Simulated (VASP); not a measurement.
# LiH (I4/mmm) in VASP: notebook

LiH is run at these levels: LDA; tasks: single point.

Everything below comes from runs of VASP 6.6.1. Logs are shortened: lines on timing, memory, paths and dates and some standing lists are left out, and cuts for length are marked.

### 1 The cell of the first run

Symmetry: I4/mmm, No. 139, tetragonal system. Conventional cell: a = 2.874 Å, b = 2.874 Å, c = 3.902 Å, α = 90.00°, β = 90.00°, γ = 90.00°. Li (site symmetry 4/mmm) has 6 H at 1.95 to 2.03 Å within 2.6 Å. Within 2.6 Å of H (site symmetry 4/mmm) lie 6 Li at 1.95 to 2.03 Å.

### 2 Single point, LDA (strain +0.000 along x and y, -0.040 along z)

Input file INCAR:

```
SYSTEM = LiH
PREC     = Accurate       ! precision mode
ENCUT    = 520            ! plane-wave cutoff, eV
EDIFF    = 1E-6           ! SCF threshold, eV
ISMEAR   = 0              ! smearing method
SIGMA    = 0.05           ! smearing width, eV
LREAL    = .FALSE.        ! projectors in reciprocal space
LASPH    = .TRUE.         ! aspherical terms in the spheres
NELM     = 80             ! most SCF steps
ALGO     = Normal         ! electronic algorithm
ISIF     = 2              ! what is computed and relaxed
LWAVE    = .FALSE.        ! write WAVECAR
LCHARG   = .FALSE.        ! write CHGCAR
GGA      = CA             ! functional
NBANDS   = 9              ! bands
```

Input file KPOINTS:

```
regular mesh
0
G
  10 10 10
  0 0 0
```

Input file POSCAR:

```
LiH
1.0
    0.0000000000      2.0325000000      1.9512000000
    2.0325000000      0.0000000000      1.9512000000
    2.0325000000      2.0325000000      0.0000000000
Li H
1 1
Direct
    0.0000000000      0.0000000000      0.0000000000
    0.5000000000      0.5000000000      0.5000000000
```

Potentials or basis: VASP PAW LDA potentials, release 64 (Li_sv, H).

Started as:

```
$ cat potpaw_LDA.64/Li_sv/POTCAR potpaw_LDA.64/H/POTCAR > POTCAR
$ mpirun -np 1 vasp_std > vasp.out
```

OUTCAR:

```text
SYSTEM = LiH
   PREC = Accurate
   ENCUT = 520
   EDIFF = 1E-6
   ISMEAR = 0
   LREAL = .FALSE.
   LASPH = .TRUE.
   NELM = 80
   ISIF = 2
   GGA = CA

 ion  position               nearest neighbor table
   1  0.000  0.000  0.000-
   2  0.500  0.500  0.500-

  LATTYP: Found a body centered tetragonal cell.
 ALAT       =     2.8743890655
 C/A-ratio  =     1.3576450199

  Lattice vectors:

 A1 = (   0.0000000000,  -2.0325000000,  -1.9512000000)
 A2 = (   0.0000000000,   2.0325000000,  -1.9512000000)
 A3 = (   2.0325000000,   0.0000000000,   1.9512000000)

Analysis of symmetry for initial positions (statically):
=====================================================================
 Subroutine PRICEL returns:
 Original cell was already a primitive cell.

 Routine SETGRP: Setting up the symmetry group for a
 body centered tetragonal supercell.

 Subroutine GETGRP returns: Found 16 space group operations
 (whereof 16 operations were pure point group operations)
 out of a pool of 16 trial point group operations.

The static configuration has the point symmetry D_4h.

Analysis of symmetry for dynamics (positions and initial velocities):
=====================================================================
 Subroutine PRICEL returns:
 Original cell was already a primitive cell.

 Routine SETGRP: Setting up the symmetry group for a
 body centered tetragonal supercell.

 Subroutine GETGRP returns: Found 16 space group operations
 (whereof 16 operations were pure point group operations)
 out of a pool of 16 trial point group operations.

The dynamic configuration has the point symmetry D_4h.

 Subroutine INISYM returns: Found 16 space group operations
 (whereof 16 operations are pure point group operations),
 and found     1 'primitive' translations

----------------------------------------------------------------------------------------

                                     Primitive cell

  volume of cell :      16.1210

  direct lattice vectors                    reciprocal lattice vectors
     0.000000000  2.032500000  1.951200000    -0.246002460  0.246002460  0.256252563
     2.032500000  0.000000000  1.951200000     0.246002460 -0.246002460  0.256252563
     2.032500000  2.032500000  0.000000000     0.246002460  0.246002460 -0.256252563

  length of vectors
     2.817487833  2.817487833  2.874389066     0.432087718  0.432087718  0.432087718

  position of ions in fractional coordinates (direct lattice)
     0.000000000  0.000000000  0.000000000
     0.500000000  0.500000000  0.500000000

  ion indices of the primitive-cell ions
   primitive index   ion index
                 1           1
                 2           2

----------------------------------------------------------------------------------------

 KPOINTS: regular mesh

Automatic generation of k-mesh.
 Grid dimensions read from file:
 generate k-points for:   10   10   10

 Generating k-lattice:

  Cartesian coordinates                     Fractional coordinates (reciprocal lattice)
    -0.024600246  0.024600246  0.025625256     0.100000000  0.000000000  0.000000000
     0.024600246 -0.024600246  0.025625256     0.000000000  0.100000000  0.000000000
     0.024600246  0.024600246 -0.025625256    -0.000000000 -0.000000000  0.100000000

  Length of vectors
     0.043208772  0.043208772  0.043208772

  Shift w.r.t. Gamma in fractional coordinates (k-lattice)
     0.000000000  0.000000000  0.000000000

 Subroutine IBZKPT returns following result:
 ===========================================

 Found    102 irreducible k-points:

 Following reciprocal coordinates:
            Coordinates               Weight
  0.000000  0.000000  0.000000      1.000000
  0.100000  0.000000  0.000000      8.000000
  0.200000  0.000000  0.000000      8.000000
  0.300000  0.000000  0.000000      8.000000
  0.400000  0.000000  0.000000      8.000000
  0.500000  0.000000  0.000000      4.000000
[... 16 lines left out ...]
  0.300000  0.300000  0.000000      2.000000
  0.400000  0.300000  0.000000      8.000000
 [... further k-points ...]
   k-points           NKPTS =    102   k-points in BZ     NKDIM =    102   number of bands    NBANDS=      9
   number of dos      NEDOS =    301   number of ions     NIONS =      2
   total plane-waves  NPLWV =  13824
   dimension x,y,z NGX =    24 NGY =   24 NGZ =   24
   dimension x,y,z NGXF=    48 NGYF=   48 NGZF=   48
   ions per type =               1   1
   NGX,Y,Z   is equivalent  to a cutoff of  14.16, 14.16, 13.88 a.u.
   NGXF,Y,Z  is equivalent  to a cutoff of  28.32, 28.32, 27.76 a.u.
 SYSTEM =  LiH
   PREC   = accura    normal or accurate (medium, high low for compatibility)
   ISTART =      0    job   : 0-new  1-cont  2-samecut
   ICHARG =      2    charge: 1-file 2-atom 10-const
   ISPIN  =      1    spin polarized calculation?
   LNONCOLLINEAR =      F non collinear calculations
   LSORBIT =      F    spin-orbit coupling
   LASPH  =      T    aspherical Exc in radial PAW
   ENCUT  =  520.0 eV  38.22 Ry    6.18 a.u.   5.24  5.24  5.34*2*pi/ulx,y,z
   NELM   =     80;   NELMIN=  2; NELMDL= -5     # of ELM steps
   EDIFF  = 0.1E-05   stopping-criterion for ELM
   LREAL  =      F    real-space projection
   EDIFFG = 0.1E-04   stopping-criterion for IOM
   NSW    =      0    number of steps for IOM
   IBRION =     -1    ionic relax: 0-MD 1-quasi-New 2-CG
   NFREE  =      0    steps in history (QN), initial steepest desc. (CG)
   ISIF   =      2    stress and relaxation
   ISYM   =      2    0-nonsym 1-usesym 2-fastsym
   POTIM  = 0.5000    time-step for ionic-motion
   TEBEG  =    0.0;   TEEND  =   0.0 temperature during run
   PSTRESS=    0.0 pullay stress
   NELECT =       4.0000    total number of electrons
   NUPDOWN=      -1.0000    fix difference up-down
   EMIN   =  10.00;   EMAX   =-10.00  energy-range for DOS
   EFERMI =   0.00;   METHOD = LEGACY
   ISMEAR =     0;   SIGMA  =   0.05  broadening in eV -4-tet -1-fermi 0-gaus
   EFERMI_NEDOS =   21; number of points for ismear=-14 and -15
   IALGO  =     38    algorithm
   IMIX   =      4    mixing-type and parameters
     AMIX     =   0.40;   BMIX     =  1.00
     AMIX_MAG =   1.60;   BMIX_MAG =  1.00
  volume/ion in A,a.u.               =       8.06        54.40
  Fermi-wavevector in a.u.,A,eV,Ry     =   1.028720  1.943999 14.398568  1.058265
  Thomas-Fermi vector in A             =   2.162731
   LORBIT       =      0    0 simple, 1 ext, 2 COOP (PROOUT), +10 PAW based schemes
   GGA     = CA    functional components
   LHFCALC =     F    Hartree Fock is set to
   AEXX    =    0.0000 exact exchange contribution
   IVDW    =     0    specifies the selected vdW correction
   LEPSILON=     F    determine dielectric tensor
   LRPA    =     F    only Hartree local field effects (RPA)
 non-spin polarized calculation
 Gauss-broadening in eV      SIGMA  =   0.05
  energy-cutoff  :      520.00
  volume of cell :       16.12
 maximum number of plane-waves:       446
 NGX is ok and might be reduce to    24
   NGX = 11   NGY = 11   NGZ = 11

 number of electron       3.9999995 magnetization

 Free energy of the ion-electron system (eV)
  ---------------------------------------------------
  ext. energy  EPLUGINS =         0.00000000
  ---------------------------------------------------
  free energy    TOTEN  =        -6.48184948 eV

  energy without entropy =       -6.48184948  energy(sigma->0) =       -6.48184948

 E-fermi :   0.6217     XC(G=0):  -8.8013

 val. band max:        0.4084247946   @ k =   0.5000   0.5000   0.0000
 cond. band min:       2.6290882607   @ k =   0.5000   0.0000   0.5000
 fundamental gap:      2.2206634661
 Fermi energy:         0.6217422866

 k-point     1 :       0.0000    0.0000    0.0000
  band No.  band energies     occupation
      1     -43.2674      2.00000
      2      -5.3506      2.00000
      3      16.2695      0.00000
      4      17.3690      0.00000
      5      17.7194      0.00000
      6      17.7194      0.00000
      7      22.3676      0.00000
      8      22.3676      0.00000
      9      22.5994      0.00000

 k-point     2 :       0.1000    0.0000    0.0000
  band No.  band energies     occupation
      1     -43.2624      2.00000
      2      -5.1759      2.00000
      3      14.6157      0.00000
      4      16.8041      0.00000
      5      17.2047      0.00000
      6      17.2555      0.00000
      7      21.8743      0.00000
      8      23.2049      0.00000
      9      23.2932      0.00000

 k-point     3 :       0.2000    0.0000    0.0000
  band No.  band energies     occupation
      1     -43.2493      2.00000
      2      -4.6646      2.00000
      3      11.2945      0.00000
      4      15.5828      0.00000
      5      16.4996      0.00000
      6      16.7548      0.00000
      7      22.4025      0.00000
      8      22.5847      0.00000
      9      23.8467      0.00000

 k-point     4 :       0.3000    0.0000    0.0000
  band No.  band energies     occupation
      1     -43.2331      2.00000
      2      -3.8743      2.00000
      3       8.1427      0.00000
      4      14.5314      0.00000
      5      15.9855      0.00000
      6      16.5186      0.00000
      7      20.4272      0.00000
      8      21.6096      0.00000
      9      24.3197      0.00000

 k-point     5 :       0.4000    0.0000    0.0000
  band No.  band energies     occupation
      1     -43.2200      2.00000
      2      -3.0010      2.00000
      3       5.7853      0.00000
      4      13.8429      0.00000
      5      15.7940      0.00000
      6      16.5781      0.00000
      7      19.0522      0.00000
      8      20.0590      0.00000
      9      26.1038      0.00000

 k-point     6 :       0.5000    0.0000    0.0000
  band No.  band energies     occupation
      1     -43.2150      2.00000
      2      -2.5606      2.00000
      3       4.8419      0.00000
      4      13.6050      0.00000
      5      15.7800      0.00000
      6      16.6977      0.00000
      7      18.5378      0.00000
      8      19.4261      0.00000
      9      27.1513      0.00000
[... 169 lines left out ...]
 k-point    21 :      -0.3000    0.2000    0.0000
  band No.  band energies     occupation
      1     -43.2155      2.00000
      2      -2.6035      2.00000
      3       6.8300      0.00000
      4       9.3880      0.00000
      5      14.5545      0.00000
      6      15.4454      0.00000
      7      22.3340      0.00000
      8      25.1976      0.00000
      9      26.7227      0.00000

 k-point    22 :      -0.2000    0.2000    0.0000
  band No.  band energies     occupation
      1     -43.2283      2.00000
      2      -3.5514      2.00000
      3       9.5119      0.00000
      4       9.8195      0.00000
      5      15.6959      0.00000
      6      16.2052      0.00000
      7      21.6654      0.00000
      8      23.5927      0.00000
      9      25.2747      0.00000

 k-point    23 :       0.3000    0.3000    0.0000
  band No.  band energies     occupation
      1     -43.2192      2.00000
      2      -3.0561      2.00000
      3       9.1079      0.00000
      4      11.6681      0.00000
      5      11.6681      0.00000
      6      15.0106      0.00000
      7      17.1984      0.00000
      8      28.6785      0.00000
      9      30.2267      0.00000

 k-point    24 :       0.4000    0.3000    0.0000
  band No.  band energies     occupation
      1     -43.2088      2.00000
      2      -2.1292      2.00000
      3       7.0735      0.00000
      4      10.0636      0.00000
      5      11.1852      0.00000
      6      15.7427      0.00000
      7      17.1456      0.00000
      8      29.3148      0.00000
      9      29.6251      0.00000

 [... further k-points ...]
[... 5 lines left out ...]
  --------------------------------------------------------------------------------------
  -------------------------------------------------------------------------------------
  Total       -0.3834819     -0.3834819     -0.0861183      0.0000000      0.0000000     -0.0000000
  in kB      -38.1120706    -38.1120706     -8.5588093      0.0000000      0.0000000     -0.0000000
  external PRESSURE =     -28.2609835 kB  Pullay stress =       0.0000000 kB

 VOLUME and BASIS-vectors are now :
 -----------------------------------------------------------------------------
  energy-cutoff  :      520.00
  volume of cell :       16.12
      direct lattice vectors                 reciprocal lattice vectors
     0.000000000  2.032500000  1.951200000    -0.246002460  0.246002460  0.256252563
     2.032500000  0.000000000  1.951200000     0.246002460 -0.246002460  0.256252563
     2.032500000  2.032500000  0.000000000     0.246002460  0.246002460 -0.256252563

 POSITION                                       TOTAL-FORCE (eV/Angst)
 -----------------------------------------------------------------------------------
      0.00000      0.00000      0.00000        -0.000000      0.000000      0.000000
      2.03250      2.03250      1.95120         0.000000     -0.000000      0.000000
 -----------------------------------------------------------------------------------
    total drift:                                0.000000     -0.000000     -0.000000

  FREE ENERGIE OF THE ION-ELECTRON SYSTEM (eV)
  ---------------------------------------------------
  free  energy   TOTEN  =        -6.4818494840 eV

  energy  without entropy=       -6.4818494840  energy(sigma->0) =       -6.48184948
```

It used 5.9 s of CPU time on 1 thread of Intel Xeon 6975P-C, with other jobs on the host.

What came out:

```yaml
Free_energy: -6.4818 eV
Band_gap_on_the_k_mesh: 2.22 eV, indirect (least direct gap 2.53 eV)
```

Caveat: the cell differs from its parent crystal (strain +0.000 along x and y, -0.040 along z); the cutoff is under 1.25 times the usual one of these potentials, so pressure, stress and relaxed cells hold a basis-set (Pulay) error. A k mesh can miss the band edges.

### 3 Single point, LDA (strain -0.040 along x and y, +0.040 along z)

Input file INCAR:

```
PREC = Accurate
ENCUT = 520
EDIFF = 1E-6
ISMEAR = 0
SIGMA = 0.05
LREAL = False
LASPH = True
NELM = 80
ALGO = Normal
ISIF = 2
LWAVE = False
LCHARG = False
GGA = CA
NBANDS = 9
```

Input file KPOINTS:

```
regular mesh
0
Gamma
  10 10 10
```

Input file POSCAR:

```
LiH
1.0
    0.0000000000      1.9512000000      2.1138000000
    1.9512000000      0.0000000000      2.1138000000
    1.9512000000      1.9512000000      0.0000000000
Li H
1 1
Direct
    0.0000000000      0.0000000000      0.0000000000
    0.5000000000      0.5000000000      0.5000000000
```

Potentials or basis: VASP PAW LDA potentials, release 64 (Li_sv, H).

Started as:

```
$ cat potpaw_LDA.64/Li_sv/POTCAR potpaw_LDA.64/H/POTCAR > POTCAR
$ mpirun -np 1 vasp_std > vasp.out
```

It took 7.2 s on 1 thread of Intel Xeon Platinum 8375C at 2.90GHz (Ice Lake), shared host; peak memory 0.12 GiB.

The run converged. Its results:

```yaml
Free_energy: -6.4718 eV
Band_gap_on_the_k_mesh: 1.73 eV, indirect (least direct gap 2.38 eV)
```

Levels at points of the mesh, in eV from the valence-band top:
```
           k point  band 1  band 2  band 3  band 4  band 5  band 6  band 7
(0.00, 0.00, 0.00)  -43.68   -5.77   15.74   17.03   17.03   17.63   21.79
(0.50, 0.00, 0.00)  -43.62   -2.98    4.45   12.82   15.63   16.57   17.64
(0.50, 0.50, 0.00)  -43.62   -0.65    1.73   11.06   11.06   14.31   17.29
(0.50, 0.00, 0.50)  -43.60    0.00    2.76    9.46   10.17   13.11   16.58
```

Caveat: the cell differs from its parent crystal (strain -0.040 along x and y, +0.040 along z); the cutoff is under 1.25 times the usual one of these potentials, so pressure, stress and relaxed cells hold a basis-set (Pulay) error.

### 4 Single point, LDA (strain +0.000 along x and y, +0.080 along z)

Input file INCAR:

```
SYSTEM = LiH
PREC = Accurate ; ENCUT = 520
EDIFF = 1E-6 ; ISMEAR = 0
SIGMA = 0.05 ; LREAL = .False.
LASPH = .True. ; NELM = 60
ALGO = Normal ; ISIF = 2
LWAVE = .False. ; LCHARG = .True.
LELF = .True. ; LVHAR = .True.
NBANDS = 9
```

Input file KPOINTS:

```
Automatic mesh
0
Gamma
  10 10 10
  0 0 0
```

Input file POSCAR:

```
LiH
1.0
    0.0000000000      2.0325000000      2.1951000000
    2.0325000000      0.0000000000      2.1951000000
    2.0325000000      2.0325000000      0.0000000000
Li H
1 1
Direct
    0.0000000000      0.0000000000      0.0000000000
    0.5000000000      0.5000000000      0.5000000000
```

Started as:

```
$ cat potpaw_LDA.64/Li_sv/POTCAR potpaw_LDA.64/H/POTCAR > POTCAR
$ mpirun -np 1 vasp_std > vasp.out
```

Wall time 6.8 s (1 thread of Intel Xeon Platinum 8375C at 2.90GHz (Ice Lake), shared host); peak memory 0.13 GiB.

The run converged. Its results:

* Free energy: -6.4222 eV
* Band gap on the k mesh: 1.93 eV, indirect (least direct gap 2.52 eV)

Levels at points of the mesh, in eV from the valence-band top:
```
           k point  band 1  band 2  band 3  band 4  band 5  band 6
(0.00, 0.00, 0.00)  -43.77   -5.30   14.32   15.92   15.92   16.45
(0.50, 0.00, 0.00)  -43.73   -2.62    4.20   11.96   14.59   15.47
(0.50, 0.50, 0.00)  -43.73   -0.59    1.93   10.43   10.43   13.53
(0.50, 0.00, 0.50)  -43.72    0.00    2.83    9.01    9.65   12.47
```

Caveat: the cell differs from its parent crystal (strain +0.000 along x and y, +0.080 along z); the cutoff is under 1.25 times the usual one of these potentials, so pressure, stress and relaxed cells hold a basis-set (Pulay) error. A k mesh can miss the band edges.

### 5 Single point, LDA (strain +0.000 along x and y, +0.040 along z)

Input file INCAR:

```
PREC = Accurate
ENCUT = 520
EDIFF = 1E-7
ISMEAR = 0
SIGMA = 0.05
LREAL = F
LASPH = T
NELM = 80
ALGO = Normal
ISIF = 2
LWAVE = F
LCHARG = F
NBANDS = 9
```

Input file KPOINTS:

```
Automatic mesh
0
Gamma
  10 10 10
```

Input file POSCAR:

```
LiH
1.0
    0.0000000000      2.0325000000      2.1138000000
    2.0325000000      0.0000000000      2.1138000000
    2.0325000000      2.0325000000      0.0000000000
Li H
1 1
Direct
    0.0000000000      0.0000000000      0.0000000000
    0.5000000000      0.5000000000      0.5000000000
```

Started as:

```
$ cat potpaw_LDA.64/Li_sv/POTCAR potpaw_LDA.64/H/POTCAR > POTCAR
$ mpirun -np 1 vasp_std > vasp.out
```

It took 7.3 s on 1 thread of Intel Xeon Platinum 8375C at 2.90GHz (Ice Lake), shared host; peak memory 0.13 GiB.

The run converged. Its results:

```
Free energy            : -6.4508 eV
Band gap on the k mesh : 2.26 eV, indirect (least direct gap 2.56 eV)
```

Levels at points of the mesh, in eV from the valence-band top:
| k point | band 1 | band 2 | band 3 | band 4 | band 5 |
| --- | --- | --- | --- | --- | --- |
| (0.00, 0.00, 0.00) | -43.64 | -5.35 | 14.96 | 16.42 | 16.42 |
| (0.50, 0.00, 0.00) | -43.60 | -2.63 | 4.36 | 12.63 | 14.96 |
| (0.50, 0.50, 0.00) | -43.59 | -0.30 | 2.26 | 10.32 | 10.32 |
| (0.50, 0.00, 0.50) | -43.59 | 0.00 | 2.74 | 9.57 | 9.90 |

Caveat: the cell differs from its parent crystal (strain +0.000 along x and y, +0.040 along z); the cutoff is under 1.25 times the usual one of these potentials, so pressure, stress and relaxed cells hold a basis-set (Pulay) error. A k mesh can miss the band edges.

### 6 Overview

| cell | gap on the mesh (eV) |
| --- | --- |
| a = 2.817, b = 2.817, c = 2.874 Å, angles 59.3, 59.3, 61.3°, 2 atoms | 2.22 |
| a = 2.877, b = 2.877, c = 2.759 Å, angles 61.3, 61.3, 57.3°, 2 atoms | 1.73 |
| a = 2.992, b = 2.992, c = 2.874 Å, angles 61.3, 61.3, 57.4°, 2 atoms | 1.93 |
| a = 2.932, b = 2.932, c = 2.874 Å, angles 60.7, 60.7, 58.7°, 2 atoms | 2.26 |

Alike in all rows: task single point; level LDA; potentials or basis VASP PAW LDA potentials, release 64 (Li_sv, H); no spin polarisation; k mesh 10 × 10 × 10; cutoff (eV) 520; smearing gaussian 0.05 eV.

Caveats: the cutoff is under 1.25 times the usual one of these potentials, so pressure, stress and relaxed cells hold a basis-set (Pulay) error.

Absolute energies hang on the potentials; compare differences alone.
